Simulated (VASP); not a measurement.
A run of VASP 6.6.1 is set up as follows.

Contents of INCAR:

```
  PREC = Accurate
  ENCUT = 520
  EDIFF = 1E-6
  ISMEAR = -1
  SIGMA = 0.05
  LREAL = F
  LASPH = T
  NELM = 100
  ALGO = Normal
  ISIF = 2
  LWAVE = F
  LCHARG = F
  NBANDS = 14
```

The input KPOINTS:

```
Automatic mesh
0
Gamma
  11 11 6
```

POSCAR

```
Re
1.0
    2.7608000000      0.0000000000      0.0000000000
   -1.3804000000      2.3909229348      0.0000000000
    0.0000000000      0.0000000000      4.4582000000
Re
2
Direct
    0.6666666667      0.3333333333      0.7500000000
    0.3333333333      0.6666666667      0.2500000000
```

Potentials or basis: VASP PAW LDA potentials, release 64 (Re).

The run is started by

```sh
$ cat potpaw_LDA.64/Re/POTCAR > POTCAR
$ mpirun -np 1 vasp_std > vasp.out
```

**Question.** Estimate the band gap on the k mesh.

**Answer.** Zero (band 7 reaches 9.30 eV, above the bottom of band 8 at 6.11 eV).

**Question.** What does it give for the pressure?

**Answer.** -8.9 GPa.

Stress tensor (GPa, compression positive):
```
-8.74  0.00  0.00
 0.00 -8.74  0.00
 0.00  0.00 -9.28
```

Caveat: spin-orbit coupling is left out, which moves the levels of the heavy elements.
